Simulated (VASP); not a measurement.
# MgI2 (C2/m) in VASP: single point with PBE

Aim: the single point of MgI2 with PBE.

All numbers are computed with VASP 6.6.1; they aren't measurements. Logs are shortened: lines on timing, memory, paths and dates and some standing lists are left out, and cuts for length are marked.

**1. The cell of the first run**

Symmetry: C2/m, No. 12, monoclinic system. Conventional cell: a = 7.201 Å, b = 4.393 Å, c = 6.873 Å, α = 90.00°, β = 90.00°, γ = 90.00°. Mg (site symmetry 2/m) has 6 I at 2.90 to 2.99 Å within 3.8 Å. Within 3.8 Å of I (site symmetry m) lie 3 Mg at 2.90 to 2.99 Å.

**2. Single point, PBE (uniaxial x strain +5.7%)**

Contents of INCAR:

```
PREC = Accurate ; ENCUT = 520
EDIFF = 1E-6 ; ISMEAR = -1
SIGMA = 0.02 ; LREAL = F
LASPH = T ; NELM = 100
ALGO = Normal ; ISIF = 2
LWAVE = F ; LCHARG = F
GGA = PE ; NBANDS = 15
```

Contents of KPOINTS:

```
regular mesh
0
Gamma
  12 12 4
```

Contents of POSCAR:

```
MgI2
1.0
    4.3929270632      0.0000000000      0.0000000000
   -2.1964635316      3.6002521375      0.0000000000
    0.0000000000      0.0000000000      6.8733251562
Mg I
1 2
Direct
    0.0000000000      0.0000000000      0.0000000000
    0.3327795647      0.6655591294      0.2378096679
    0.6672204353      0.3344408706      0.7621903321
```

Potentials or basis: VASP PAW PBE potentials, release 64 (Mg, I).

On the command line:

```bash
$ cat potpaw_PBE.64/Mg/POTCAR potpaw_PBE.64/I/POTCAR > POTCAR
$ mpirun -np 1 vasp_std > vasp.out
```

OUTCAR:

```text
PREC = Accurate
   ENCUT = 520
   EDIFF = 1E-6
   ISMEAR = -1
   LREAL = F
   LASPH = T
   NELM = 100
   ISIF = 2
   GGA = PE

 ion  position               nearest neighbor table
   1  0.000  0.000  0.000-   2 2.90   3 2.90   3 2.99   2 2.99   3 2.99   2 2.99
   2  0.333  0.666  0.238-   1 2.90   1 2.99   1 2.99
   3  0.667  0.334  0.762-   1 2.90   1 2.99   1 2.99

  Warning from LATTYP: Monoclinic adjustment (A1->A3, A2->A1, A3->A2)!
  LATTYP: Found a base centered orthorhombic cell.
 ALAT       =     4.3929270632
 B/A-ratio  =     1.6391130951
 C/A-ratio  =     1.5646344811

  Lattice vectors:

 A1 = (   2.1964635316,  -3.6002521375,   0.0000000000)
 A2 = (   2.1964635316,   3.6002521375,   0.0000000000)
 A3 = (   0.0000000000,   0.0000000000,   6.8733251562)

Analysis of symmetry for initial positions (statically):
=====================================================================
 Subroutine PRICEL returns:
 Original cell was already a primitive cell.

 Routine SETGRP: Setting up the symmetry group for a
 base centered orthorhombic supercell.

 Subroutine GETGRP returns: Found  4 space group operations
 (whereof  4 operations were pure point group operations)
 out of a pool of  8 trial point group operations.

The static configuration has the point symmetry C_2h.

Analysis of symmetry for dynamics (positions and initial velocities):
=====================================================================
 Subroutine PRICEL returns:
 Original cell was already a primitive cell.

 Routine SETGRP: Setting up the symmetry group for a
 base centered orthorhombic supercell.

 Subroutine GETGRP returns: Found  4 space group operations
 (whereof  4 operations were pure point group operations)
 out of a pool of  8 trial point group operations.

The dynamic configuration has the point symmetry C_2h.

 Subroutine INISYM returns: Found  4 space group operations
 (whereof  4 operations are pure point group operations),
 and found     1 'primitive' translations

----------------------------------------------------------------------------------------

                                     Primitive cell

  volume of cell :     108.7061

  direct lattice vectors                    reciprocal lattice vectors
     4.392927063  0.000000000  0.000000000     0.227638653  0.138879162  0.000000000
    -2.196463532  3.600252138  0.000000000     0.000000000  0.277758324  0.000000000
     0.000000000  0.000000000  6.873325156     0.000000000  0.000000000  0.145489989

  length of vectors
     4.392927063  4.217376851  6.873325156     0.266658542  0.277758324  0.145489989

  position of ions in fractional coordinates (direct lattice)
     0.000000000  0.000000000  0.000000000
     0.332779565  0.665559129  0.237809668
     0.667220435  0.334440871  0.762190332

  ion indices of the primitive-cell ions
   primitive index   ion index
                 1           1
                 2           2
                 3           3

----------------------------------------------------------------------------------------

 KPOINTS: regular mesh

Automatic generation of k-mesh.
 Grid dimensions read from file:
 generate k-points for:   12   12    4

 Generating k-lattice:

  Cartesian coordinates                     Fractional coordinates (reciprocal lattice)
     0.018969888  0.011573264  0.000000000     0.083333333  0.000000000  0.000000000
     0.000000000  0.023146527  0.000000000     0.000000000  0.083333333  0.000000000
     0.000000000  0.000000000  0.036372497     0.000000000  0.000000000  0.250000000

  Length of vectors
     0.022221545  0.023146527  0.036372497

  Shift w.r.t. Gamma in fractional coordinates (k-lattice)
     0.000000000  0.000000000  0.000000000

 Subroutine IBZKPT returns following result:
 ===========================================

 Found    164 irreducible k-points:

 Following reciprocal coordinates:
            Coordinates               Weight
  0.000000  0.000000  0.000000      1.000000
  0.083333  0.000000  0.000000      4.000000
  0.166667 -0.000000  0.000000      4.000000
  0.250000  0.000000  0.000000      4.000000
  0.333333  0.000000  0.000000      4.000000
  0.416667  0.000000  0.000000      4.000000
[... 16 lines left out ...]
  0.333333  0.166667  0.000000      4.000000
  0.416667  0.166667  0.000000      4.000000
 [... further k-points ...]
   k-points           NKPTS =    164   k-points in BZ     NKDIM =    164   number of bands    NBANDS=     15
   number of dos      NEDOS =    301   number of ions     NIONS =      3
   total plane-waves  NPLWV =  62208
   dimension x,y,z NGX =    36 NGY =   32 NGZ =   54
   dimension x,y,z NGXF=    72 NGYF=   64 NGZF=  108
   ions per type =               1   2
   NGX,Y,Z   is equivalent  to a cutoff of  13.62, 12.61, 13.06 a.u.
   NGXF,Y,Z  is equivalent  to a cutoff of  27.25, 25.23, 26.12 a.u.
 SYSTEM =  unknown system
   PREC   = accura    normal or accurate (medium, high low for compatibility)
   ISTART =      0    job   : 0-new  1-cont  2-samecut
   ICHARG =      2    charge: 1-file 2-atom 10-const
   ISPIN  =      1    spin polarized calculation?
   LNONCOLLINEAR =      F non collinear calculations
   LSORBIT =      F    spin-orbit coupling
   LASPH  =      T    aspherical Exc in radial PAW
   ENCUT  =  520.0 eV  38.22 Ry    6.18 a.u.   8.17  7.84 12.78*2*pi/ulx,y,z
   NELM   =    100;   NELMIN=  2; NELMDL= -5     # of ELM steps
   EDIFF  = 0.1E-05   stopping-criterion for ELM
   LREAL  =      F    real-space projection
   EDIFFG = 0.1E-04   stopping-criterion for IOM
   NSW    =      0    number of steps for IOM
   IBRION =     -1    ionic relax: 0-MD 1-quasi-New 2-CG
   NFREE  =      0    steps in history (QN), initial steepest desc. (CG)
   ISIF   =      2    stress and relaxation
   ISYM   =      2    0-nonsym 1-usesym 2-fastsym
   POTIM  = 0.5000    time-step for ionic-motion
   TEBEG  =    0.0;   TEEND  =   0.0 temperature during run
   PSTRESS=    0.0 pullay stress
   NELECT =      16.0000    total number of electrons
   NUPDOWN=      -1.0000    fix difference up-down
   EMIN   =  10.00;   EMAX   =-10.00  energy-range for DOS
   EFERMI =   0.00;   METHOD = LEGACY
   ISMEAR =    -1;   SIGMA  =   0.02  broadening in eV -4-tet -1-fermi 0-gaus
   EFERMI_NEDOS =   21; number of points for ismear=-14 and -15
   IALGO  =     38    algorithm
   IMIX   =      4    mixing-type and parameters
     AMIX     =   0.40;   BMIX     =  1.00
     AMIX_MAG =   1.60;   BMIX_MAG =  1.00
  volume/ion in A,a.u.               =      36.24       244.53
  Fermi-wavevector in a.u.,A,eV,Ry     =   0.864364  1.633412 10.165265  0.747126
  Thomas-Fermi vector in A             =   1.982450
   LORBIT       =      0    0 simple, 1 ext, 2 COOP (PROOUT), +10 PAW based schemes
   GGA     = PE    functional components
   LHFCALC =     F    Hartree Fock is set to
   AEXX    =    0.0000 exact exchange contribution
   IVDW    =     0    specifies the selected vdW correction
   LEPSILON=     F    determine dielectric tensor
   LRPA    =     F    only Hartree local field effects (RPA)
 non-spin polarized calculation
  energy-cutoff  :      520.00
  volume of cell :      108.71
 maximum number of plane-waves:      2962
 NGX is ok and might be reduce to    36
   NGX = 17   NGY = 15   NGZ = 25

 number of electron      16.0000000 magnetization

 Free energy of the ion-electron system (eV)
  ---------------------------------------------------
  ext. energy  EPLUGINS =         0.00000000
  ---------------------------------------------------
  free energy    TOTEN  =        -7.69274720 eV

  energy without entropy =       -7.69274720  energy(sigma->0) =       -7.69274720

 E-fermi :   2.3313     XC(G=0):  -7.9588

 val. band max:        1.9323648480   @ k =   0.0000   0.0000   0.0000
 cond. band min:       5.1147087471   @ k =   0.0000   0.5000   0.2500
 fundamental gap:      3.1823438992
 Fermi energy:         2.3312587132

 k-point     1 :       0.0000    0.0000    0.0000
  band No.  band energies     occupation
      1     -10.0870      2.00000
      2      -9.4091      2.00000
      3      -1.4397      2.00000
      4       1.1538      2.00000
      5       1.3218      2.00000
      6       1.5494      2.00000
      7       1.6592      2.00000
      8       1.9324      2.00000
      9       5.2382      0.00000
     10       6.3871      0.00000
     11       8.0163      0.00000
     12       8.5777      0.00000
     13       9.4682      0.00000
     14       9.5505      0.00000
     15      10.1609      0.00000

 k-point     2 :       0.0833    0.0000    0.0000
  band No.  band energies     occupation
      1     -10.0568      2.00000
      2      -9.3961      2.00000
      3      -1.3982      2.00000
      4       0.9213      2.00000
      5       1.1949      2.00000
      6       1.3710      2.00000
      7       1.6397      2.00000
      8       1.9049      2.00000
      9       5.5321      0.00000
     10       6.6537      0.00000
     11       7.8372      0.00000
     12       8.5746      0.00000
     13       9.3814      0.00000
     14       9.7348      0.00000
     15      10.1545      0.00000

 k-point     3 :       0.1667   -0.0000    0.0000
  band No.  band energies     occupation
      1      -9.9706      2.00000
      2      -9.3616      2.00000
      3      -1.2858      2.00000
      4       0.3266      2.00000
      5       0.8806      2.00000
      6       1.0216      2.00000
      7       1.6182      2.00000
      8       1.8201      2.00000
      9       6.0722      0.00000
     10       7.0724      0.00000
     11       7.7183      0.00000
     12       8.7759      0.00000
     13       8.9561      0.00000
     14       9.7966      0.00000
     15      10.3232      0.00000
[... 343 lines left out ...]
 k-point    23 :       0.3333    0.1667    0.0000
  band No.  band energies     occupation
      1      -9.4941      2.00000
      2      -9.2691      2.00000
      3      -1.4409      2.00000
      4      -0.6630      2.00000
      5      -0.0976      2.00000
      6       0.3533      2.00000
      7       0.9144      2.00000
      8       1.1355      2.00000
      9       5.8807      0.00000
     10       7.8996      0.00000
     11       8.2342      0.00000
     12       8.8616      0.00000
     13       9.4062      0.00000
     14       9.7037      0.00000
     15      10.7636      0.00000

 k-point    24 :       0.4167    0.1667    0.0000
  band No.  band energies     occupation
      1      -9.4482      2.00000
      2      -9.2861      2.00000
      3      -1.5091      2.00000
      4      -0.6619      2.00000
      5      -0.0287      2.00000
      6       0.2236      2.00000
      7       0.9013      2.00000
      8       1.0169      2.00000
      9       5.8192      0.00000
     10       7.8406      0.00000
     11       8.2283      0.00000
     12       9.0012      0.00000
     13       9.8051      0.00000
     14      10.2901      0.00000
     15      10.8961      0.00000

 [... further k-points ...]
[... 5 lines left out ...]
  --------------------------------------------------------------------------------------
  -------------------------------------------------------------------------------------
  Total       -0.8070615      0.1353975      0.5492991      0.0000000      0.0299030      0.0000000
  in kB      -11.8949719      1.9955726      8.0959098      0.0000000      0.4407296      0.0000000
  external PRESSURE =      -0.6011632 kB  Pullay stress =       0.0000000 kB

 VOLUME and BASIS-vectors are now :
 -----------------------------------------------------------------------------
  energy-cutoff  :      520.00
  volume of cell :      108.71
      direct lattice vectors                 reciprocal lattice vectors
     4.392927063  0.000000000  0.000000000     0.227638653  0.138879162  0.000000000
    -2.196463532  3.600252138  0.000000000     0.000000000  0.277758324  0.000000000
     0.000000000  0.000000000  6.873325156     0.000000000  0.000000000  0.145489989

 POSITION                                       TOTAL-FORCE (eV/Angst)
 -----------------------------------------------------------------------------------
      0.00000      0.00000      0.00000         0.000000      0.000000      0.000000
     -0.00000      2.39618      1.63454        -0.000000      0.002845     -0.007907
      2.19646      1.20407      5.23878        -0.000000     -0.002845      0.007907
 -----------------------------------------------------------------------------------
    total drift:                               -0.000000      0.000000      0.000000

  FREE ENERGIE OF THE ION-ELECTRON SYSTEM (eV)
  ---------------------------------------------------
  free  energy   TOTEN  =        -7.6927472002 eV

  energy  without entropy=       -7.6927472002  energy(sigma->0) =       -7.69274720
```

It took 11 min on 1 thread of AMD EPYC, shared host; peak memory 0.4 GiB.

Results:

```
Free energy            : -7.6927 eV
Pressure               : -0.1 GPa
Largest force          : 0.008 eV/Å
Band gap on the k mesh : 3.18 eV (least direct gap 3.31 eV)
```

Forces on the atoms (eV/Å):
```
Mg   0.000  0.000  0.000
I    0.000  0.003 -0.008
I    0.000 -0.003  0.008
```

Caveat: the cell differs from its parent crystal (uniaxial x strain +5.7%); spin-orbit coupling is left out, which moves the levels of the heavy elements; this functional lacks dispersion, which binds layers or chains, so the pressure and a relaxed spacing across them are unreliable. A k mesh can miss the band edges.
